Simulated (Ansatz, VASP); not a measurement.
## In in VASP and in Ansatz

```
CELL_PARAMETERS angstrom
-1.60199 1.62820 2.47557
1.62820 -1.60199 2.47557
1.52605 1.52605 -2.45834
ATOMIC_POSITIONS crystal
In 0.00000 0.00000 0.00000
```

Alike in both runs: task single point; functional LDA; k mesh 7 × 7 × 9; occupations fermi-dirac, width 0.1 eV; no spin polarisation.

```csv
,VASP,Ansatz
version,VASP 6.6.1,Ansatz 0.2.0
potentials or method,"VASP PAW LDA potentials, release 64 (In_d), cutoff 520 eV","plane waves (420 eV) with PAW, scalar-relativistic"
valence electrons in the cell,13,13
```

|  | VASP | Ansatz | Ansatz less VASP |
| --- | --- | --- | --- |
| pressure (GPa) | 0.0 | 0.0 | -0.03 |
| traceless stress, the component that is largest in VASP (GPa) | 0.57 | 0.58 | +0.013 |

Ansatz warns that its potentials were made for another functional, while VASP's fit it. LDA's correlation is that of Perdew and Zunger in VASP and of Perdew and Wang (1992) in Ansatz.
